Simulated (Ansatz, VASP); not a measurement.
## Two plane-wave programs on Si3C

```xyz
4
Lattice="2.8872 0.0000 0.0000 -1.4436 2.5004 0.0000 0.0000 0.0000 6.6546" Properties=species:S:1:pos:R:3 pbc="T T T"
Si    0.0000    1.6670    3.3273
Si    1.4436    0.8335    1.2186
Si    1.4436    0.8335    5.4360
C     0.0000    1.6670    0.0000
```

Alike in both runs: task relaxation of cell and atoms; functional PBE; k mesh 18 × 18 × 8; occupations gaussian, width 0.1 eV; no spin polarisation.

|  | VASP | Ansatz |
| --- | --- | --- |
| version | VASP 6.6.1 | Ansatz 0.2.0 |
| potentials or method | VASP PAW PBE potentials, release 64 (Si, C), cutoff 600 eV | scalar-relativistic, plane waves, PAW |
| valence electrons in the cell | 16 | 16 |

|  | VASP | Ansatz | Ansatz less VASP |
| --- | --- | --- | --- |
| gap on the k mesh at the Fermi level, each at its own relaxed structure (eV) | none | none | - |
| relaxed volume (Å³/atom) | 11.96 | 11.96 | 0.000 |
| relaxed length of the cell vector where the two differ most in proportion (Å) | 6.545 | 6.549 | +0.0042 |

A gap of «none» marks a metal or a gap that the smearing closes.
